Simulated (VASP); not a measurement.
Here is a VASP 6.6.1 calculation.

The input POSCAR:

```
ZnS
1.0
    0.0000000000      2.6883446663      2.6883446663
    2.6883446663      0.0000000000      2.6883446663
    2.6883446663      2.6883446663      0.0000000000
Zn S
1 1
Direct
    0.2500000000      0.2500000000      0.2500000000
    0.0000000000      0.0000000000      0.0000000000
```

The input INCAR.step1:

```
SYSTEM = ZnS
ALGO = Normal
EDIFF = 1E-5
ENCUT = 520
GGA = PE
ISIF = 2
ISMEAR = 0
LASPH = .True.
LCHARG = .False.
LREAL = .False.
LWAVE = .True.
NBANDS = 16
NELM = 100
PREC = Accurate
SIGMA = 0.02
```

INCAR.step2

```
SYSTEM = ZnS
ALGO = Normal
EDIFF = 1E-7
ENCUT = 520
GGA = PE
HFSCREEN = 0.2079
ISIF = 2
ISMEAR = 0
ISTART = 1
LASPH = .True.
LCHARG = .False.
LHFCALC = .True.
LREAL = .False.
LWAVE = .False.
NBANDS = 16
NELM = 100
PREC = Accurate
PRECFOCK = Normal
SIGMA = 0.02
```

File KPOINTS:

```
k-points
0
Gamma
  4 4 4
  0 0 0
```

Potentials or basis: VASP PAW PBE potentials, release 64 (Zn, S).

Launch:

```bash
$ cat potpaw_PBE.64/Zn/POTCAR potpaw_PBE.64/S/POTCAR > POTCAR
$ cp INCAR.step1 INCAR
$ mpirun -np 1 vasp_std > vasp.out
$ cp INCAR.step2 INCAR
$ mpirun -np 1 vasp_std > vasp.out
```

Estimate the pressure.

2.5 GPa.

Estimate the band gap on the k mesh.

3.42 eV, direct.

Caveat: the k points lie up to 0.51 Å⁻¹ apart; the PAW data sets were made with another functional, which shifts forces and pressure a little.
